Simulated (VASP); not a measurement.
# C (Fd-3m) in VASP: a series of runs, part 2 of 2

VASP 6.6.1. The steps go on from the part before.

## Step 3: Single point, LDA

INCAR

```
SYSTEM = C
PREC = Accurate
ENCUT = 600
EDIFF = 1E-6
ISMEAR = 0
SIGMA = 0.02
LREAL = .False.
LASPH = .True.
NELM = 120
ALGO = Normal
ISIF = 2
LWAVE = .False.
LCHARG = .False.
GGA = CA
NBANDS = 11
GGA_COMPAT = .False.
```

KPOINTS

```
regular mesh
0
Gamma
  12 12 12
  0 0 0
```

POSCAR

```
C
1.0
    0.0000000000      1.7658692100      1.7658692100
    1.7658692100      0.0000000000      1.7658692100
    1.7658692100      1.7658692100      0.0000000000
C
2
Direct
    0.0000000000      0.0000000000      0.0000000000
    0.2500000000      0.2500000000      0.2500000000
```

Potentials or basis: VASP PAW LDA potentials, release 64 (C).

The run is started by

```
cat potpaw_LDA.64/C/POTCAR > POTCAR
mpirun -np 1 vasp_std > vasp.out
```

OUTCAR:

```text
SYSTEM = C
   PREC = Accurate
   ENCUT = 600
   EDIFF = 1E-6
   ISMEAR = 0
   LREAL = .False.
   LASPH = .True.
   NELM = 120
   ISIF = 2
   GGA = CA

 ion  position               nearest neighbor table
   1  0.000  0.000  0.000-   2 1.53   2 1.53   2 1.53   2 1.53
   2  0.250  0.250  0.250-   1 1.53   1 1.53   1 1.53   1 1.53

  LATTYP: Found a face centered cubic cell.
 ALAT       =     3.5317384200

  Lattice vectors:

 A1 = (   0.0000000000,   1.7658692100,   1.7658692100)
 A2 = (   1.7658692100,   0.0000000000,   1.7658692100)
 A3 = (   1.7658692100,   1.7658692100,   0.0000000000)

Analysis of symmetry for initial positions (statically):
=====================================================================
 Subroutine PRICEL returns:
 Original cell was already a primitive cell.

 Routine SETGRP: Setting up the symmetry group for a
 face centered cubic supercell.

 Subroutine GETGRP returns: Found 48 space group operations
 (whereof 24 operations were pure point group operations)
 out of a pool of 48 trial point group operations.

The static configuration has the point symmetry T_d .
 The point group associated with its full space group is O_h .

Analysis of symmetry for dynamics (positions and initial velocities):
=====================================================================
 Subroutine PRICEL returns:
 Original cell was already a primitive cell.

 Routine SETGRP: Setting up the symmetry group for a
 face centered cubic supercell.

 Subroutine GETGRP returns: Found 48 space group operations
 (whereof 24 operations were pure point group operations)
 out of a pool of 48 trial point group operations.

The dynamic configuration has the point symmetry T_d .
 The point group associated with its full space group is O_h .

 Subroutine INISYM returns: Found 48 space group operations
 (whereof 24 operations are pure point group operations),
 and found     1 'primitive' translations
[... 119 lines left out ...]
   LORBIT       =      0    0 simple, 1 ext, 2 COOP (PROOUT), +10 PAW based schemes
   GGA     = CA    functional components
   LHFCALC =     F    Hartree Fock is set to
   AEXX    =    0.0000 exact exchange contribution
   IVDW    =     0    specifies the selected vdW correction
   LEPSILON=     F    determine dielectric tensor
   LRPA    =     F    only Hartree local field effects (RPA)
 non-spin polarized calculation
 Gauss-broadening in eV      SIGMA  =   0.02
  energy-cutoff  :      600.00
  volume of cell :       11.01
 maximum number of plane-waves:       380
   NGX =  9   NGY =  9   NGZ =  9

 number of electron       7.9999998 magnetization

 Free energy of the ion-electron system (eV)
  ---------------------------------------------------
  ext. energy  EPLUGINS =         0.00000000
  ---------------------------------------------------
  free energy    TOTEN  =       -20.25207213 eV

  energy without entropy =      -20.25207213  energy(sigma->0) =      -20.25207213

 E-fermi :  10.4175     XC(G=0): -13.6432

 val. band max:       10.1596028904   @ k =   0.0000   0.0000   0.0000
 cond. band min:      14.3570210827   @ k =   0.3333   0.3333   0.0000
 fundamental gap:      4.1974181923
 Fermi energy:        10.4174570424

 k-point     1 :       0.0000    0.0000    0.0000
  band No.  band energies     occupation
      1     -11.5564      2.00000
      2      10.1596      2.00000
      3      10.1596      2.00000
      4      10.1596      2.00000
      5      15.7858      0.00000
      6      15.7858      0.00000
      7      15.7858      0.00000
      8      24.3973      0.00000
      9      29.5566      0.00000
     10      37.1246      0.00000
     11      37.1246      0.00000
[... 309 lines left out ...]
 k-point    24 :      -0.4167    0.1667    0.0000
  band No.  band energies     occupation
      1      -5.1620      2.00000
      2      -2.6247      2.00000
      3       4.6044      2.00000
      4       6.4791      2.00000
      5      17.7560      0.00000
      6      20.4974      0.00000
      7      21.8064      0.00000
      8      25.7573      0.00000
      9      29.6622      0.00000
     10      34.5511      0.00000
     11      34.9735      0.00000

 [... further k-points ...]

------------------------ aborting loop because EDIFF is reached ----------------------------------------

  FORCE on cell =-STRESS in cart. coord.  units (eV):
  Direction    XX          YY          ZZ          XY          YZ          ZX
  --------------------------------------------------------------------------------------
  -------------------------------------------------------------------------------------
  Total        0.0571541      0.0571541      0.0571541      0.0000000      0.0000000     -0.0000000
  in kB        8.3148101      8.3148101      8.3148101      0.0000000      0.0000000     -0.0000000
  external PRESSURE =       8.3148101 kB  Pullay stress =       0.0000000 kB

 VOLUME and BASIS-vectors are now :
 -----------------------------------------------------------------------------
  energy-cutoff  :      600.00
  volume of cell :       11.01
      direct lattice vectors                 reciprocal lattice vectors
     0.000000000  1.765869210  1.765869210    -0.283146678  0.283146678  0.283146678
     1.765869210  0.000000000  1.765869210     0.283146678 -0.283146678  0.283146678
     1.765869210  1.765869210  0.000000000     0.283146678  0.283146678 -0.283146678

 POSITION                                       TOTAL-FORCE (eV/Angst)
 -----------------------------------------------------------------------------------
      0.00000      0.00000      0.00000        -0.000000     -0.000000      0.000000
      0.88293      0.88293      0.88293         0.000000      0.000000     -0.000000
 -----------------------------------------------------------------------------------
    total drift:                                0.000000      0.000000      0.000000

  FREE ENERGIE OF THE ION-ELECTRON SYSTEM (eV)
  ---------------------------------------------------
  free  energy   TOTEN  =       -20.2520721271 eV

  energy  without entropy=      -20.2520721271  energy(sigma->0) =      -20.25207213
```

stdout:

```text
POSCAR found type information on POSCAR C
 POSCAR found :  1 types and       2 ions
 scaLAPACK will be used
 LDA part: xc-table for (Slater(with rela. corr.)+CA(PZ))
 , standard interpolation
 POSCAR, INCAR and KPOINTS ok, starting setup
 FFT: planning ... GRIDC
 FFT: planning ... GRID_SOFT
 FFT: planning ... GRID
 WAVECAR not read
 entering main loop
```

Wall time 4.7 s (1 thread of Intel Xeon Platinum 8559C (Emerald Rapids), shared host); peak memory 0.11 GiB.

What came out:

| Quantity | Value |
| --- | --- |
| Free energy | -20.2521 eV |
| Pressure | 0.8 GPa |
| Band gap on the k mesh | 4.20 eV, indirect (least direct gap 5.63 eV) |

Levels at points of the mesh, in eV from the valence-band top:
| k point | band 1 | band 2 | band 3 | band 4 | band 5 | band 6 | band 7 | band 8 | band 9 |
| --- | --- | --- | --- | --- | --- | --- | --- | --- | --- |
| (0.00, 0.00, 0.00) | -21.72 | 0.00 | 0.00 | 0.00 | 5.63 | 5.63 | 5.63 | 14.24 | 19.40 |
| (0.50, 0.00, 0.00) | -15.70 | -13.69 | -2.87 | -2.87 | 8.51 | 8.51 | 9.42 | 15.67 | 21.95 |
| (0.50, 0.50, 0.00) | -12.82 | -12.82 | -6.47 | -6.47 | 4.77 | 4.77 | 17.08 | 17.08 | 23.48 |

## Step 4: Relaxation of cell and atoms, LDA

INCAR

```
SYSTEM = C
ALGO = Normal
EDIFF = 1E-7
EDIFFG = -0.002
ENCUT = 600
GGA = CA
GGA_COMPAT = .FALSE.
IBRION = 2
ISIF = 3
ISMEAR = 0
LASPH = .TRUE.
LCHARG = .FALSE.
LREAL = .FALSE.
LWAVE = .FALSE.
NELM = 120
NELMIN = 4
NSW = 100
PREC = Accurate
SIGMA = 0.02
```

KPOINTS

```
k-points
0
G
  12 12 12
  0 0 0
```

POSCAR

```
C
1.0
    0.0000000000      1.7660705298      1.7660705298
    1.7660705298      0.0000000000      1.7660705298
    1.7660705298      1.7660705298      0.0000000000
C
2
Direct
    0.0000000000      0.0000000000      0.0000000000
    0.2500000000      0.2500000000      0.2500000000
```

Potentials or basis: VASP PAW LDA potentials, release 64 (C).

The run is started by

```
cat potpaw_LDA.64/C/POTCAR > POTCAR
mpirun -np 1 vasp_std > vasp.out
```

OUTCAR:

```text
SYSTEM = C
   EDIFF = 1E-7
   EDIFFG = -0.002
   ENCUT = 600
   GGA = CA
   IBRION = 2
   ISIF = 3
   ISMEAR = 0
   LASPH = .TRUE.
   LREAL = .FALSE.
   NELM = 120
   NELMIN = 4
   NSW = 100
   PREC = Accurate

 ion  position               nearest neighbor table
   1  0.000  0.000  0.000-   2 1.53   2 1.53   2 1.53   2 1.53
   2  0.250  0.250  0.250-   1 1.53   1 1.53   1 1.53   1 1.53

  LATTYP: Found a face centered cubic cell.
 ALAT       =     3.5321410596

  Lattice vectors:

 A1 = (   0.0000000000,   1.7660705298,   1.7660705298)
 A2 = (   1.7660705298,   0.0000000000,   1.7660705298)
 A3 = (   1.7660705298,   1.7660705298,   0.0000000000)

Analysis of symmetry for initial positions (statically):
[... 253 lines left out ...]
  ---------------------------------------------------
  free energy    TOTEN  =       -20.25212337 eV

  energy without entropy =      -20.25212337  energy(sigma->0) =      -20.25212337

 E-fermi :  10.2343     XC(G=0): -13.6345

 val. band max:       10.1328244913   @ k =   0.0000   0.0000   0.0000
 cond. band min:      14.3257623471   @ k =   0.3333   0.3333   0.0000
 fundamental gap:      4.1929378558
 Fermi energy:        10.2342536354

 k-point     1 :       0.0000    0.0000    0.0000
  band No.  band energies     occupation
      1     -11.5589      2.00000
      2      10.1328      2.00000
      3      10.1328      2.00000
      4      10.1328      2.00000
      5      15.7540      0.00000
      6      15.7540      0.00000
      7      15.7540      0.00000
      8      24.3289      0.00000
[... 243 lines left out ...]
 k-point    24 :      -0.4167    0.1667    0.0000
  band No.  band energies     occupation
      1      -5.1746      2.00000
      2      -2.6335      2.00000
      3       4.5852      2.00000
      4       6.4586      2.00000
      5      17.7220      0.00000
      6      20.4589      0.00000
      7      21.7555      0.00000
      8      25.7089      0.00000

 [... further k-points ...]
[... 5 lines left out ...]
  --------------------------------------------------------------------------------------
  -------------------------------------------------------------------------------------
  Total        0.0001181      0.0001181      0.0001181     -0.0000000      0.0000000     -0.0000000
  in kB        0.0171550      0.0171550      0.0171550     -0.0000000      0.0000000     -0.0000000
  external PRESSURE =       0.0171550 kB  Pullay stress =       0.0000000 kB
[... 17 lines left out ...]
  FREE ENERGIE OF THE ION-ELECTRON SYSTEM (eV)
  ---------------------------------------------------
  free  energy   TOTEN  =       -20.2521233721 eV

  energy  without entropy=      -20.2521233721  energy(sigma->0) =      -20.25212337

 reached required accuracy - stopping structural energy minimisation
```

OSZICAR:

```text
N       E                     dE             d eps       ncg     rms          rms(c)
DAV:   1     0.447427694730E+00    0.44743E+00   -0.55016E+03  1200   0.110E+03
DAV:   2    -0.209621688041E+02   -0.21410E+02   -0.20307E+02  1840   0.123E+02
DAV:   3    -0.211179021396E+02   -0.15573E+00   -0.15573E+00  1240   0.129E+01
[... 16 lines left out ...]
       N       E                     dE             d eps       ncg     rms          rms(c)
DAV:   1    -0.202521416186E+02   -0.76042E-04   -0.11153E-03  1312   0.344E-01    0.300E-02
DAV:   2    -0.202521281817E+02    0.13437E-04   -0.12013E-05  1248   0.334E-02    0.155E-02
DAV:   3    -0.202521233794E+02    0.48023E-05   -0.11173E-05  1248   0.261E-02    0.218E-03
DAV:   4    -0.202521233721E+02    0.72745E-08   -0.27771E-08  1032   0.229E-03
   3 F= -.20252123E+02 E0= -.20252123E+02  d E =-.335138E-04
```

CONTCAR:

```text
C
   1.00000000000000
     0.0000000000000000    1.7669226863698475    1.7669226863698475
     1.7669226863698475    0.0000000000000000    1.7669226863698475
     1.7669226863698475    1.7669226863698475   -0.0000000000000000
  C
     2
Direct
     0.0000000000000000    0.0000000000000000    0.0000000000000000
     0.2500000000000000    0.2500000000000000    0.2500000000000000

  0.00000000E+00  0.00000000E+00  0.00000000E+00
  0.00000000E+00  0.00000000E+00  0.00000000E+00
```

It took 6.4 s on 1 thread of Intel Xeon Platinum 8559C (Emerald Rapids), shared host; peak memory 0.11 GiB.

What came out:

```yaml
Free_energy: -20.2521 eV
Relaxed_volume: 5.52 Å³/atom
Relaxed_cell: a = 2.499 Å, b = 2.499 Å, c = 2.499 Å, α = 60.00°, β = 60.00°, γ = 60.00°
Space_group_after_relaxing_to_0.05_Å: Fd-3m (No. 227)
Energy_gained_by_relaxing: 0.0 meV/atom
Ionic_steps: 3
Pressure_after_relaxing: 0.0 GPa
Band_gap_on_the_k_mesh: 4.19 eV, indirect (least direct gap 5.62 eV)
```

Final structure:
```
C
1.0
     0.00000    1.76692    1.76692
     1.76692    0.00000    1.76692
     1.76692    1.76692    0.00000
C
2
Direct
  0.00000 0.00000 0.00000
  0.25000 0.25000 0.25000
```

A k mesh can miss the band edges. As with any semilocal functional, this LDA gap is likely too small.

## Step 5: Summary

| task | cell | k mesh | smearing | gap on the mesh (eV) | pressure (GPa) |
| --- | --- | --- | --- | --- | --- |
| single point | a = 2.498 Å, angles 60.0°, 2 atoms | 10 × 10 × 10 | gaussian 0.1 eV | 4.20 | 0.7 |
| single point | a = 2.497 Å, angles 60.0°, 2 atoms | 12 × 12 × 12 | gaussian 0.02 eV | 4.20 | 0.8 |
| relaxation of cell and atoms | relaxed from a = 2.498 Å, angles 60.0°, 2 atoms | 12 × 12 × 12 | gaussian 0.02 eV | 4.19 | 0.0 |

Alike in all rows: level LDA; potentials or basis VASP PAW LDA potentials, release 64 (C); no spin polarisation; cutoff (eV) 600.

Absolute energies hang on the potentials; compare differences alone.
